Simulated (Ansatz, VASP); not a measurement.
**SiO2 in VASP and in Ansatz**

The input INCAR:

```
SYSTEM = SiO2
PREC = Accurate ; ENCUT = 520
EDIFF = 1E-7 ; ISMEAR = 0
SIGMA = 0.05 ; LREAL = .FALSE.
LASPH = .TRUE. ; NELM = 60
ALGO = Normal ; ISIF = 2
LWAVE = .FALSE. ; LCHARG = .FALSE.
GGA = PE ; NBANDS = 25
```

File KPOINTS:

```
regular mesh
0
G
  6 6 8
  0 0 0
```

POSCAR

```
SiO2
1.0
    4.1723000000      0.0000000000      0.0000000000
    0.0000000000      4.1723000000      0.0000000000
    0.0000000000      0.0000000000      2.6897743053
Si O
2 4
Direct
    0.5000000000      0.5000000000      0.5000000000
    0.0000000000      0.0000000000      0.0000000000
    0.6930127928      0.6930127928      0.0000000000
    0.1930127928      0.8069872072      0.5000000000
    0.3069872072      0.3069872072      0.0000000000
    0.8069872072      0.1930127928      0.5000000000
```

Input for Ansatz:

```yaml
crystal:
  lattice:
    - [4.1723, 0.0, 0.0]
    - [0.0, 4.1723, 0.0]
    - [0.0, 0.0, 2.6897743053]
  atoms:
    - { symbol: Si, position: [0.5, 0.5, 0.5] }
    - { symbol: Si, position: [0.0, 0.0, 0.0] }
    - { symbol: O, position: [0.6930127928, 0.6930127928, 0.0] }
    - { symbol: O, position: [0.1930127928, 0.8069872072, 0.5] }
    - { symbol: O, position: [0.3069872072, 0.3069872072, 0.0] }
    - { symbol: O, position: [0.8069872072, 0.1930127928, 0.5] }
basis:
  ecutwfc: 520.0
kpoints:
  mp_grid: { grid: [6, 6, 8] }
hamiltonian:
  xc: pbe
  pseudopotentials: { kind: paw, azcp: { folder: soft_1 } }
scf:
  occupations: { method: gaussian, width: 0.05 }
output:
  forces: true
  stress: true
  eigenvalues: true
```

Alike in both runs: task single point; functional PBE; k mesh 6 × 6 × 8; occupations gaussian, width 0.05 eV; no spin polarisation.

```csv
,VASP,Ansatz
version,VASP 6.6.1,Ansatz 0.2.0
potentials or method,"VASP PAW PBE potentials, release 64 (Si, O), cutoff 520 eV","scalar-relativistic, plane waves, PAW"
valence electrons in the cell,32,32
```

|  | VASP | Ansatz | Ansatz less VASP |
| --- | --- | --- | --- |
| gap on the k mesh at the Fermi level (eV) | 5.50 | 5.52 | +0.019 |
| least direct gap on the mesh (eV) | 5.50 | 5.52 | +0.019 |
| pressure (GPa) | 9.2 | 8.9 | -0.26 |
| traceless stress, the component that is largest in VASP (GPa) | -2.63 | -3.10 | -0.478 |
| rms of the force components (eV/Å) | 0.154 | 0.146 | -0.0079 |

Atom by atom the forces differ by 0.008 eV/Å (rms over components). The functional is the same, so the differences come from potentials, cutoffs and numerics.
